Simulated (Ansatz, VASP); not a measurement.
# One calculation of MgCl6, two programs

```
Mg Cl
1.0
     0.00000    4.71303    4.71303
     4.71303    0.00000    4.71303
     4.71303    4.71303    0.00000
Mg Cl
1 6
Direct
  0.00000 0.00000 0.00000
  0.25935 0.74065 0.74065
  0.74065 0.25935 0.25935
  0.74065 0.25935 0.74065
  0.25935 0.74065 0.25935
  0.74065 0.74065 0.25935
  0.25935 0.25935 0.74065
```

Alike in both runs: functional PBE; k mesh 4 × 4 × 4; occupations gaussian, width 0.1 eV; no spin polarisation.

Ansatz relaxed the structure, and its values are those at the end. VASP's run is a single point on that final structure, the one shown.

|  | VASP | Ansatz |
| --- | --- | --- |
| version | VASP 6.6.1 | Ansatz 0.2.0 |
| potentials or method | VASP PAW PBE potentials, release 64 (Mg, Cl), cutoff 520 eV | scalar-relativistic, plane waves, PAW |
| valence electrons in the cell | 44 | 52 |

```csv
,VASP,Ansatz,Ansatz less VASP
gap on the k mesh at the Fermi level (eV),none,none,-
pressure (GPa),-0.2,-0.1,+0.11
rms of the force components (eV/Å),0.010,0.018,+0.0083
```

A gap of «none» marks a metal or a gap that the smearing closes. VASP's potentials hold 44 valence electrons a cell and Ansatz's 52, so a difference there can come from the potentials and not from the codes.
